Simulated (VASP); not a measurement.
Set up this calculation in VASP 6.6.1, as the native input.

- Task: relaxation of cell and atoms
- Functional: PBEsol
- Potentials or basis: VASP PAW PBE potentials, release 64 (C)
- Cutoff: 600 eV
- k mesh: 10 × 10 × 4
- Occupations: gaussian, width 0.01 eV
- Spin: no spin polarisation
- Target pressure: 15 GPa
- Dipole correction: no
- Further INCAR settings: ALGO = Normal; EDIFF = 1e-07; IBRION = 2; EDIFFG = -0.002; NSW = 100; ISIF = 3

The structure of C lies in POSCAR:

```
C
1.0
    2.4588354590      0.0000000000      0.0000000000
   -1.2294177295      2.1294139712      0.0000000000
    0.0000000000      0.0000000000      7.2856777555
C
4
Direct
    0.0000000000      0.0000000000      0.0025001780
    0.0000000000      0.0000000000      0.5025001780
    0.3333333333      0.6666666667      0.0024998220
    0.6666666667      0.3333333333      0.5024998220
```

One way to write it, as run:

INCAR

```
SYSTEM = C
PREC = Accurate
ENCUT = 600
EDIFF = 1E-7
ISMEAR = 0
SIGMA = 0.01
LREAL = .False.
LASPH = .True.
NELM = 120
ALGO = Normal
ISIF = 3
LWAVE = .False.
LCHARG = .False.
GGA = PS
IBRION = 2
NSW = 100
EDIFFG = -0.002
PSTRESS = 150.0
GGA_COMPAT = .False.
NELMIN = 4
```

KPOINTS

```
regular mesh
0
Gamma
  10 10 4
  0 0 0
```

Potentials or basis: VASP PAW PBE potentials, release 64 (C).

Launch:

```console
$ cat potpaw_PBE.64/C/POTCAR > POTCAR
$ mpirun -np 1 vasp_std > vasp.out
```

It gave:

```yaml
Relaxed_volume: 7.30 Å³/atom
Relaxed_cell: a = 2.434 Å, b = 2.434 Å, c = 5.694 Å, α = 90.00°, β = 90.00°, γ = 120.00°
Space_group_after_relaxing_to_0.1_Å: P6_3/mmc (No. 194)
Energy_change_on_relaxing_the_run_minimises_the_enthalpy: +59.1 meV/atom
Ionic_steps: 13
Pressure_after_relaxing: 15.0 GPa
```

Caveat: the cell is relaxed towards a set pressure, so the run minimises the enthalpy, not the energy; the volume moved by over 15 % at a fixed basis, so the end points are rough; this functional lacks dispersion, which binds the layers, so the pressure and a relaxed spacing across them are unreliable; the PAW data sets were made with another functional, which shifts forces and pressure a little.

Run time: 100 s on 1 thread of Intel(R) Xeon(R) Platinum 8488C (Sapphire Rapids), with other jobs on the host, peak memory 0.16 GiB.
